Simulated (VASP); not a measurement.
# CdTe: single point with B3LYP5

The system is CdTe.

```
CELL_PARAMETERS angstrom
0.00000 3.16168 3.16168
3.16168 0.00000 3.16168
3.16168 3.16168 0.00000
ATOMIC_POSITIONS crystal
Te 0.75000 0.75000 0.75000
Cd 0.00000 0.00000 0.00000
```

* Program: VASP 6.6.1
* Task: single point
* Functional: B3LYP5
* Potentials or basis: VASP PAW PBE potentials, release 64 (Te, Cd)
* Cutoff: 520 eV
* k mesh: 4 × 4 × 4
* Occupations: fermi-dirac, width 0.05 eV
* Spin: no spin polarisation

```
Pressure               : 8.6 GPa
Band gap on the k mesh : 2.14 eV
```

Levels at points of the mesh, in eV from the valence-band top:
```csv
k point,band 5,band 6,band 7,band 8,band 9,band 10,band 11,band 12,band 13,band 14
"(0.00, 0.00, 0.00)",-9.41,-9.41,0.00,0.00,0.00,2.14,5.83,5.83,5.83,9.09
"(0.50, 0.00, 0.00)",-9.40,-8.91,-5.19,-0.95,-0.95,3.08,6.46,6.46,8.53,10.52
"(0.50, 0.50, 0.00)",-9.38,-8.70,-5.01,-2.26,-2.26,3.61,3.87,10.84,11.09,11.09
```

Run time: 26 min on 1 thread of AMD EPYC 7R43 64-Core Processor (Zen 3), with other jobs on the host, peak memory 0.17 GiB.

Caveat: the k points lie up to 0.43 Å⁻¹ apart; the PAW data sets were made with another functional, which shifts forces and pressure a little; spin-orbit coupling is left out, which moves the levels of the heavy elements.
